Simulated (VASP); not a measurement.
Write the native input for VASP 6.6.1 that does the following.

| Item | Value |
| --- | --- |
| Task | electric field gradients |
| Functional | LDA |
| Potentials or basis | VASP PAW LDA potentials, release 64 (Zr_sv, B) |
| Cutoff | 520 eV |
| k mesh | 12 × 12 × 9 |
| Occupations | fermi-dirac, width 0.05 eV |
| Spin | no spin polarisation |
| Dipole correction | no |
| Further INCAR settings | ALGO = Normal; EDIFF = 1e-08; NBANDS = 16 |

The structure of ZrB2 lies in POSCAR:

```
ZrB2
1.0
    3.1649998255     -0.0316499983     -0.0316499983
   -1.6099096153      2.7567952510     -0.0115847034
   -0.0352000000     -0.0352000000      3.5200000000
Zr B
1 2
Direct
    0.0000000000      0.0000000000      0.0000000000
    0.3333333333      0.6666666667      0.5000000000
    0.6666666667      0.3333333333      0.5000000000
```

This cell differs from its parent crystal: equal xy, yz and zx shear strains of -2 %.

These files were run (other wordings do the same):

INCAR

```
SYSTEM = ZrB2
ALGO = Normal
EDIFF = 1E-8
ENCUT = 520
GGA = CA
ISIF = 2
ISMEAR = -1
LASPH = .True.
LCHARG = .False.
LEFG = .True.
LREAL = .False.
LWAVE = .False.
NBANDS = 16
NELM = 80
PREC = Accurate
SIGMA = 0.05
```

KPOINTS

```
k-points
0
Gamma
  12 12 9
  0 0 0
```

Potentials or basis: VASP PAW LDA potentials, release 64 (Zr_sv, B).

The run is started by

```console
$ cat potpaw_LDA.64/Zr_sv/POTCAR potpaw_LDA.64/B/POTCAR > POTCAR
$ mpirun -np 1 vasp_std > vasp.out
```

It gave:

```json
{
  "Pressure": "-6.5 GPa",
  "Largest force": "0.049 eV/Å",
  "Band gap on the k mesh": "zero (bands 9 and 10 overlap by 1.23 eV)",
  "Largest electric field gradient by atom": "Zr +54.9; B -2.1 V/Å²"
}
```

Caveat: the cell differs from its parent crystal (equal xy, yz and zx shear strains of -2 %); the cell stands under tension; without QUAD_EFG the Cq values of the log hold for a quadrupole moment of 1 mb, not for the nuclei.

Run time: 5.7 min on 1 thread of Intel Xeon 8259CL (shared host), peak memory 0.39 GiB.
